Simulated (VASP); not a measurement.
A run of VASP 6.6.1 is set up as follows.

Contents of INCAR:

```
PREC = Accurate
ENCUT = 520
EDIFF = 1E-6
ISMEAR = 0
SIGMA = 0.023
LREAL = False
LASPH = True
NELM = 80
ALGO = Normal
ISIF = 2
LWAVE = False
LCHARG = False
GGA = PE
NBANDS = 16
```

Contents of KPOINTS:

```
Automatic mesh
0
Gamma
  7 7 5
```

File POSCAR:

```
CdS
1.0
    4.2611695877      0.0000000000      0.0000000000
   -2.1305847939      3.6902811128      0.0000000000
    0.0000000000      0.0000000000      5.8041729400
Cd S
1 1
Direct
    0.0000000000      0.0000000000      0.4426919200
    0.6666666667      0.3333333333      0.4343080800
```

Potentials or basis: VASP PAW PBE potentials, release 64 (Cd, S).

Command:

```console
$ cat potpaw_PBE.64/Cd/POTCAR potpaw_PBE.64/S/POTCAR > POTCAR
$ mpirun -np 1 vasp_std > vasp.out
```

Question: What does it give for the pressure?

Answer: -0.1 GPa.

Question: What does it give for the band gap on the k mesh?

Answer: 1.47 eV.

Forces on the atoms (eV/Å):
```
Cd   0.000  0.000 -0.002
S    0.000  0.000  0.002
```

Caveat: an odd mesh through Γ misses points on the zone boundary, where band edges can lie.
